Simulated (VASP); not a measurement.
Write the native input for VASP 6.6.1 that does the following.

```
Task                   : single point
Functional             : PBE
Potentials or basis    : VASP PAW PBE potentials, release 64 (Zr_sv, N)
Cutoff                 : 600 eV
k mesh                 : 8 × 8 × 8
Occupations            : fermi-dirac, width 0.15 eV
Spin                   : no spin polarisation
Dipole correction      : no
Further INCAR settings : ALGO = Normal; EDIFF = 1e-06; NBANDS = 16
```

The structure of ZrN lies in POSCAR:

```
ZrN
1.0
    3.2526910000      0.0000000000      0.0000000000
    1.6263455000      2.8169130367      0.0000000000
    1.6263455000      0.9389710122      2.6558110803
Zr N
1 1
Direct
    0.5000000000      0.5000000000      0.5000000000
    0.0000000000      0.0000000000      0.0000000000
```

The input as run:

INCAR

```
SYSTEM = ZrN
ALGO = Normal
EDIFF = 1E-6
ENCUT = 600
GGA = PE
GGA_COMPAT = .FALSE.
ISIF = 2
ISMEAR = -1
LASPH = .TRUE.
LCHARG = .FALSE.
LREAL = .FALSE.
LWAVE = .FALSE.
NBANDS = 16
NELM = 120
PREC = Accurate
SIGMA = 0.15
```

KPOINTS

```
k-points
0
G
  8 8 8
  0 0 0
```

Potentials or basis: VASP PAW PBE potentials, release 64 (Zr_sv, N).

The run is started by

```console
$ cat potpaw_PBE.64/Zr_sv/POTCAR potpaw_PBE.64/N/POTCAR > POTCAR
$ mpirun -np 1 vasp_std > vasp.out
```

Results of the run:

```
Pressure : -0.4 GPa
```

It took 18 s on 1 thread of Intel(R) Xeon(R) Platinum 8488C (Sapphire Rapids), on a shared host, peak memory 0.16 GiB.
